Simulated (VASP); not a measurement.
Si2Bi2Te, 5 atoms in the cell. It takes space group I4/mmm (No. 139, tetragonal). Conventional cell: a = 6.692 Å, b = 6.692 Å, c = 6.887 Å, α = 90.00°, β = 90.00°, γ = 90.00°. Within 2.7 Å of Si (site symmetry 4mm) lie 1 Te at 2.07 Å. Within 4.4 Å of Bi (site symmetry mmm) lie 2 Te at 3.35 Å and 2 Bi at 3.44 Å and 8 Si at 3.62 to 3.94 Å. Within 2.7 Å of Te (site symmetry 4/mmm) lie 2 Si at 2.07 Å. 

- Program: VASP 6.6.1
- Task: relaxation of cell and atoms
- Functional: PBE
- Potentials or basis: VASP PAW PBE potentials, release 64 (Si, Bi_d, Te)
- Cutoff: 600 eV
- k mesh: 4 × 4 × 4
- Occupations: gaussian, width 0.1 eV
- Spin: no spin polarisation
- Dipole correction: no
- Further INCAR settings: ALGO = Normal; EDIFF = 1e-06; IBRION = 2; EDIFFG = -0.04; NSW = 90; ISIF = 3

Potentials or basis: VASP PAW PBE potentials, release 64 (Si, Bi_d, Te).

Run with:

```bash
$ cat potpaw_PBE.64/Si/POTCAR potpaw_PBE.64/Bi_d/POTCAR potpaw_PBE.64/Te/POTCAR > POTCAR
$ mpirun -np 1 vasp_std > vasp.out
```

Hardware: 1 thread of Intel(R) Xeon(R) Platinum 8259CL CPU @ 2.50GHz (Skylake/Cascade Lake), on a shared host.

**Question.** Estimate the wall time of this run.

**Answer.** Run time: 6.5 min on 1 thread of Intel(R) Xeon(R) Platinum 8259CL CPU @ 2.50GHz (Skylake/Cascade Lake), with other jobs on the host, peak memory 0.38 GiB. Counts: scf iterations 88, k points 13, ion steps 10.
